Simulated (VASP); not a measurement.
PbSe:

```
CELL_PARAMETERS angstrom
3.70707 0.00000 0.00000
0.00000 3.70707 0.00000
0.00000 0.00000 3.70707
ATOMIC_POSITIONS crystal
Pb 0.00000 0.00000 0.00000
Se 0.50000 0.50000 0.50000
```

This cell differs from its parent crystal: volume scaled by 0.94.

Base run:

```yaml
Program: VASP 6.6.1
Functional: PBEsol
Potentials_or_basis: VASP PAW PBE potentials, release 64 (Pb_d, Se)
Cutoff: 520 eV
k_mesh: 7 × 7 × 7
Occupations: fermi-dirac, width 0.05 eV
Spin: no spin polarisation
```

Its results: band gap on the k mesh zero (band 10 reaches 5.88 eV, above the bottom of band 11 at 5.52 eV); pressure -0.2 GPa.

After a change of settings the same cell gave: band gap on the k mesh zero (band 10 reaches 5.90 eV, above the bottom of band 11 at 5.52 eV); pressure -1.8 GPa. Which change was it?
A. functional from PBEsol to LDA; potentials or basis from VASP PAW PBE potentials, release 64 (Pb_d, Se) to VASP PAW LDA potentials, release 64 (Pb_d, Se)
B. functional from PBEsol to PBE; further incar settings from ALGO = Normal; EDIFF = 1e-07; NBANDS = 17 to ALGO = Normal; EDIFF = 1e-06; NBANDS = 17
C. functional from PBEsol to r2SCAN; further incar settings from ALGO = Normal; EDIFF = 1e-07; NBANDS = 17 to ALGO = Normal; EDIFF = 1e-06; NBANDS = 17

A.

Caveats: spin-orbit coupling is left out, which moves the levels of the heavy elements; the PAW data sets were made with another functional, which shifts forces and pressure a little (some runs).
